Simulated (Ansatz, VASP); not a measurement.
One calculation of Si2Mo, two programs

```xyz
3
Lattice="-1.6211 1.6211 3.9822 1.6211 -1.6211 3.9822 1.6211 1.6211 -3.9822" Properties=species:S:1:pos:R:3 pbc="T T T"
Mo    0.0000    0.0000    0.0000
Si    0.0000    0.0000    5.3123
Si    0.0000    0.0000    2.6522
```

Change from the starting cell: volume scaled by 1.04.

Alike in both runs: task single point; functional PBEsol; k mesh 12 × 12 × 12; occupations fermi-dirac, width 0.05 eV; no spin polarisation.

```csv
,VASP,Ansatz
version,VASP 6.6.1,Ansatz 0.2.0
potentials or method,"VASP PAW PBE potentials, release 64 (Mo_sv, Si), cutoff 520 eV","all-electron LAPW, scalar-relativistic"
```

Ansatz gave:

```
gap on the k mesh at the Fermi level (eV)                     : none
pressure (GPa)                                                : -10.2
traceless stress, the component that is largest in VASP (GPa) : -1.47
rms of the force components (eV/Å)                            : 0.180
```

Task: Which values does VASP return?

Result: gap on the k mesh at the Fermi level (eV): none; pressure (GPa): -10.0; traceless stress, the component that is largest in VASP (GPa): -1.47; rms of the force components (eV/Å): 0.179.

VASP's potentials were made for PBE, not for PBEsol. Atom by atom the forces differ by 0.002 eV/Å (rms over components). A gap of «none» marks a metal or a gap that the smearing closes. Ansatz ran all-electron here, and VASP with PAW potentials.
